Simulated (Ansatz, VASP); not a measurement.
## Two plane-wave programs on NaCl

File INCAR:

```
SYSTEM = NaCl
  ALGO = Normal
  EDIFF = 1E-6
  ENCUT = 500
  GGA = PS
  GGA_COMPAT = .FALSE.
  ISIF = 2
  ISMEAR = 0
  LASPH = .TRUE.
  LCHARG = .TRUE.
  LELF = .TRUE.
  LREAL = .FALSE.
  LVHAR = .TRUE.
  LWAVE = .FALSE.
  NBANDS = 14
  NELM = 120
  PREC = Accurate
  SIGMA = 0.1
```

Contents of KPOINTS:

```
k-points
0
G
  6 6 6
  0 0 0
```

The input POSCAR:

```
NaCl
1.0
    0.0000000000      2.8100000000      2.8100000000
    2.8100000000      0.0000000000      2.8100000000
    2.8100000000      2.8100000000      0.0000000000
Na Cl
1 1
Direct
    0.0000000000      0.0000000000      0.0000000000
    0.5000000000      0.5000000000      0.5000000000
```

Input for Ansatz:

```yaml
crystal:
  lattice:
    - [0.0, 2.81, 2.81]
    - [2.81, 0.0, 2.81]
    - [2.81, 2.81, 0.0]
  atoms:
    - { symbol: Na, position: [0.0, 0.0, 0.0] }
    - { symbol: Cl, position: [0.5, 0.5, 0.5] }
basis:
  ecutwfc: 420
kpoints:
  mp_grid: { grid: [6, 6, 6] }
hamiltonian:
  xc: pbesol
  pseudopotentials: { kind: paw }
scf:
  occupations: { method: gaussian, width: 0.1 }
output:
  forces: true
  stress: true
  eigenvalues: true
```

Alike in both runs: task single point; functional PBEsol; k mesh 6 × 6 × 6; occupations gaussian, width 0.1 eV; no spin polarisation.

```csv
,VASP,Ansatz
version,VASP 6.6.1,Ansatz 0.2.0
potentials or method,"VASP PAW PBE potentials, release 64 (Na_pv, Cl), cutoff 500 eV","scalar-relativistic, plane waves, PAW"
valence electrons in the cell,14,16
```

|  | VASP | Ansatz | Ansatz less VASP |
| --- | --- | --- | --- |
| gap on the k mesh at the Fermi level (eV) | 4.97 | 4.97 | +0.004 |
| least direct gap on the mesh (eV) | 4.97 | 4.97 | +0.004 |
| pressure (GPa) | -0.2 | -0.2 | 0.00 |

VASP's potentials were made for PBE, not for PBEsol. VASP's potentials hold 14 valence electrons a cell and Ansatz's 16, so a difference there can come from the potentials and not from the codes.
